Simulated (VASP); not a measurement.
The system is HfN.

```
Hf N
1.0
     3.13391    0.00000    0.00000
    -1.56695    2.71404    0.00000
     0.00000    0.00000    5.41677
Hf N
2 2
Direct
  0.66667 0.33333 0.75000
  0.33333 0.66667 0.25000
  0.00000 0.00000 0.00000
  0.00000 0.00000 0.50000
```

| Item | Value |
| --- | --- |
| Program | VASP 6.6.1 |
| Task | relaxation of cell and atoms |
| Functional | PBEsol |
| Potentials or basis | VASP PAW PBE potentials, release 64 (Hf_pv, N) |
| Cutoff | 600 eV |
| k mesh | 9 × 9 × 5 |
| Occupations | methfessel-paxton, width 0.15 eV |
| Spin | no spin polarisation |

At the start: pressure -4.6 GPa; volume 11.52 Å³/atom.

Q: How do energy, volume and symmetry change on relaxing?

A: Over 3 steps the energy falls by 2.8 meV/atom and the volume is 11.33 Å³/atom (-1.7 %); space group P6_3/mmc (No. 194, to 0.1 Å) before and after.

The path:
| step | energy change (eV) | largest force (eV/Å) | pressure (GPa) | volume (Å³) |
| --- | --- | --- | --- | --- |
| 1 | 0.0000 | 0.0000 | -4.65 | 46.07 |
| 2 | 0.0307 | 0.0000 | 9.76 | 43.88 |
| 3 | -0.0114 | 0.0000 | -0.03 | 45.31 |

Final structure:
```
Hf N
1.0
     3.11693    0.00000    0.00000
    -1.55847    2.69934    0.00000
     0.00000    0.00000    5.38518
Hf N
2 2
Cartesian
  1.5585 0.8998 4.0389
  0.0000 1.7996 1.3463
  0.0000 0.0000 0.0000
  0.0000 0.0000 2.6926
```

Caveat: the PAW data sets were made with another functional, which shifts forces and pressure a little.
